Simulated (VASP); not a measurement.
Set up this calculation in VASP 6.6.1, as the native input.

| Quantity | Value |
| --- | --- |
| Task | single point |
| Functional | LDA |
| Potentials or basis | VASP PAW LDA potentials, release 64 (Ti_sv) |
| Cutoff | 500 eV |
| k mesh | 15 × 15 × 15 |
| Occupations | fermi-dirac, width 0.05 eV |
| Spin | no spin polarisation |
| Dipole correction | no |
| Further INCAR settings | ALGO = Normal; EDIFF = 1e-06; NBANDS = 12 |

The structure of Ti lies in POSCAR:

```
Ti
1.0
    0.0000000000      1.9889123197      1.9889123197
    1.9889123197      0.0000000000      1.9889123197
    1.9889123197      1.9889123197      0.0000000000
Ti
1
Direct
    0.0000000000      0.0000000000      0.0000000000
```

This isn't the form of Ti at room conditions, which is hcp.

These files were run (other wordings do the same):

INCAR

```
SYSTEM = Ti
ALGO = Normal
EDIFF = 1E-6
ENCUT = 500
GGA = CA
GGA_COMPAT = .False.
ISIF = 2
ISMEAR = -1
LASPH = .True.
LCHARG = .False.
LREAL = .False.
LWAVE = .False.
NBANDS = 12
NELM = 120
PREC = Accurate
SIGMA = 0.05
```

KPOINTS

```
k-points
0
Gamma
  15 15 15
  0 0 0
```

Potentials or basis: VASP PAW LDA potentials, release 64 (Ti_sv).

Command:

```bash
$ cat potpaw_LDA.64/Ti_sv/POTCAR > POTCAR
$ mpirun -np 1 vasp_std > vasp.out
```

It gave:

* Pressure: 2.1 GPa
* Band gap on the k mesh: zero (bands 6 and 7 overlap by 1.23 eV)

Wall time 18 s on 1 thread of Intel Xeon 8259CL (shared host), peak memory 0.14 GiB.
